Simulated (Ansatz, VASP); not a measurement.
## Al: VASP beside Ansatz

Contents of INCAR:

```
SYSTEM = Al
PREC     = Accurate       ! precision mode
ENCUT    = 520            ! plane-wave cutoff, eV
EDIFF    = 1E-6           ! SCF threshold, eV
ISMEAR   = 0              ! smearing method
SIGMA    = 0.15           ! smearing width, eV
LREAL    = .FALSE.        ! projectors in reciprocal space
LASPH    = .TRUE.         ! aspherical terms in the spheres
NELM     = 100            ! most SCF steps
ALGO     = Normal         ! electronic algorithm
ISIF     = 2              ! what is computed and relaxed
LWAVE    = .FALSE.        ! write WAVECAR
LCHARG   = .FALSE.        ! write CHGCAR
GGA      = PE             ! functional
NBANDS   = 8              ! bands
```

KPOINTS

```
regular mesh
0
G
  20 20 20
  0 0 0
```

POSCAR

```
Al
1.0
   -1.5912186900      1.5832625966      1.5832625966
    1.5912186900     -1.5991747834      1.5991747834
    1.5912186900      1.5991747834     -1.5991747834
Al
1
Direct
    0.0000000000      0.0000000000      0.0000000000
```

Input for Ansatz:

```yaml
crystal:
  lattice:
    - [-1.59121869, 1.5832625966, 1.5832625966]
    - [1.59121869, -1.5991747834, 1.5991747834]
    - [1.59121869, 1.5991747834, -1.5991747834]
  atoms:
    - { symbol: Al, position: [0.0, 0.0, 0.0] }
basis:
  ecutwfc: 420
kpoints:
  mp_grid: { grid: [20, 20, 20] }
hamiltonian:
  xc: pbe
scf:
  occupations: { method: gaussian, width: 0.15 }
output:
  forces: true
  stress: true
  eigenvalues: true
```

Change from the starting cell: strain -0.0100 x Voigt [0, 0, 0, 1, 0, 0], atoms carried along.

Alike in both runs: task single point; functional PBE; k mesh 20 × 20 × 20; occupations gaussian, width 0.15 eV; no spin polarisation.

|  | VASP | Ansatz |
| --- | --- | --- |
| version | VASP 6.6.1 | Ansatz 0.2.0 |
| potentials or method | VASP PAW PBE potentials, release 64 (Al), cutoff 520 eV | scalar-relativistic, plane waves, PAW |
| valence electrons in the cell | 3 | 3 |

|  | VASP | Ansatz | Ansatz less VASP |
| --- | --- | --- | --- |
| gap on the k mesh at the Fermi level (eV) | none | none | - |
| pressure (GPa) | 3.8 | 3.8 | +0.02 |
| traceless stress, the component that is largest in VASP (GPa) | 0.42 | 0.42 | -0.001 |

A gap of «none» marks a metal or a gap that the smearing closes.
